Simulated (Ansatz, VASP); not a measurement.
# Two plane-wave programs on WSe2

File INCAR:

```
  PREC = Accurate
  ENCUT = 520
  EDIFF = 1E-7
  ISMEAR = 0
  SIGMA = 0.01
  LREAL = Auto
  LASPH = T
  NELM = 80
  ALGO = Normal
  ISIF = 2
  LWAVE = F
  LCHARG = F
  GGA = PE
  IVDW = 12
  NBANDS = 122
```

Contents of KPOINTS:

```
regular mesh
0
Gamma
  4 4 2
```

Contents of POSCAR:

```
WSe2
1.0
    6.5810032329      0.0000000000      0.0000000000
   -3.2905016164      5.6993159820      0.0000000000
    0.0000000000      0.0000000000     12.9660459106
W Se
8 16
Direct
    0.1666666667      0.3333333333      0.2500000000
    0.3333333333      0.1666666667      0.7500000000
    0.1666666667      0.8333333333      0.2500000000
    0.3333333333      0.6666666667      0.7500000000
    0.6666666667      0.3333333333      0.2500000000
    0.8333333333      0.1666666667      0.7500000000
    0.6666666667      0.8333333333      0.2500000000
    0.8333333333      0.6666666667      0.7500000000
    0.1666666667      0.3333333333      0.6202201459
    0.3333333333      0.1666666667      0.1202201459
    0.1666666667      0.3333333333      0.8797798541
    0.3333333333      0.1666666667      0.3797798541
    0.1666666667      0.8333333333      0.6202201459
    0.3333333333      0.6666666667      0.1202201459
    0.1666666667      0.8333333333      0.8797798541
    0.3333333333      0.6666666667      0.3797798541
    0.6666666667      0.3333333333      0.6202201459
    0.8333333333      0.1666666667      0.1202201459
    0.6666666667      0.3333333333      0.8797798541
    0.8333333333      0.1666666667      0.3797798541
    0.6666666667      0.8333333333      0.6202201459
    0.8333333333      0.6666666667      0.1202201459
    0.6666666667      0.8333333333      0.8797798541
    0.8333333333      0.6666666667      0.3797798541
```

Input for Ansatz:

```yaml
crystal:
  lattice:
    - [6.5810032329, 0.0, 0.0]
    - [-3.2905016164, 5.699315982, 0.0]
    - [0.0, 0.0, 12.9660459106]
  atoms:
    - { symbol: W, position: [0.1666666667, 0.3333333333, 0.25] }
    - { symbol: W, position: [0.3333333333, 0.1666666667, 0.75] }
    - { symbol: Se, position: [0.1666666667, 0.3333333333, 0.6202201459] }
    - { symbol: Se, position: [0.3333333333, 0.1666666667, 0.1202201459] }
    - { symbol: Se, position: [0.1666666667, 0.3333333333, 0.8797798541] }
    - { symbol: Se, position: [0.3333333333, 0.1666666667, 0.3797798541] }
    - { symbol: W, position: [0.1666666667, 0.8333333333, 0.25] }
    - { symbol: W, position: [0.3333333333, 0.6666666667, 0.75] }
    - { symbol: Se, position: [0.1666666667, 0.8333333333, 0.6202201459] }
    - { symbol: Se, position: [0.3333333333, 0.6666666667, 0.1202201459] }
    - { symbol: Se, position: [0.1666666667, 0.8333333333, 0.8797798541] }
    - { symbol: Se, position: [0.3333333333, 0.6666666667, 0.3797798541] }
    - { symbol: W, position: [0.6666666667, 0.3333333333, 0.25] }
    - { symbol: W, position: [0.8333333333, 0.1666666667, 0.75] }
    - { symbol: Se, position: [0.6666666667, 0.3333333333, 0.6202201459] }
    - { symbol: Se, position: [0.8333333333, 0.1666666667, 0.1202201459] }
    - { symbol: Se, position: [0.6666666667, 0.3333333333, 0.8797798541] }
    - { symbol: Se, position: [0.8333333333, 0.1666666667, 0.3797798541] }
    - { symbol: W, position: [0.6666666667, 0.8333333333, 0.25] }
    - { symbol: W, position: [0.8333333333, 0.6666666667, 0.75] }
    - { symbol: Se, position: [0.6666666667, 0.8333333333, 0.6202201459] }
    - { symbol: Se, position: [0.8333333333, 0.6666666667, 0.1202201459] }
    - { symbol: Se, position: [0.6666666667, 0.8333333333, 0.8797798541] }
    - { symbol: Se, position: [0.8333333333, 0.6666666667, 0.3797798541] }
basis:
  ecutwfc: 420
  ecutrho_ratio: 4
kpoints:
  mp_grid: { grid: [4, 4, 2] }
hamiltonian:
  xc: pbe
  dispersion: d3bj
scf:
  occupations: { method: fixed }
output:
  forces: true
  stress: false
  eigenvalues: true
  core_levels:
    shells: { W: "4f" }
    counted_from: valence_top
    eps_inf: [15.126, 15.126, 7.506]
```

Alike in both runs: task single point; functional PBE; dispersion D3(BJ); k mesh 4 × 4 × 2; no spin polarisation.

|  | VASP | Ansatz |
| --- | --- | --- |
| version | VASP 6.6.1 | Ansatz 0.2.0 |
| potentials or method | VASP PAW PBE potentials, release 64 (W_sv, Se), cutoff 520 eV | scalar-relativistic, plane waves, PAW |
| occupations | gaussian, width 0.01 eV | fixed |
| valence electrons in the cell | 208 | 368 |

Ansatz gave:

| Item | Value |
| --- | --- |
| gap on the k mesh at the Fermi level (eV) | 1.08 |
| least direct gap on the mesh (eV) | 1.40 |
| rms of the force components (eV/Å) | 0.002 |

Task: What did VASP give for the same quantities?

Result: gap on the k mesh at the Fermi level (eV): 1.07; least direct gap on the mesh (eV): 1.40; rms of the force components (eV/Å): 0.021.

VASP's potentials hold 208 valence electrons a cell and Ansatz's 368, so a difference there can come from the potentials and not from the codes.

Neither program's run includes spin-orbit coupling.
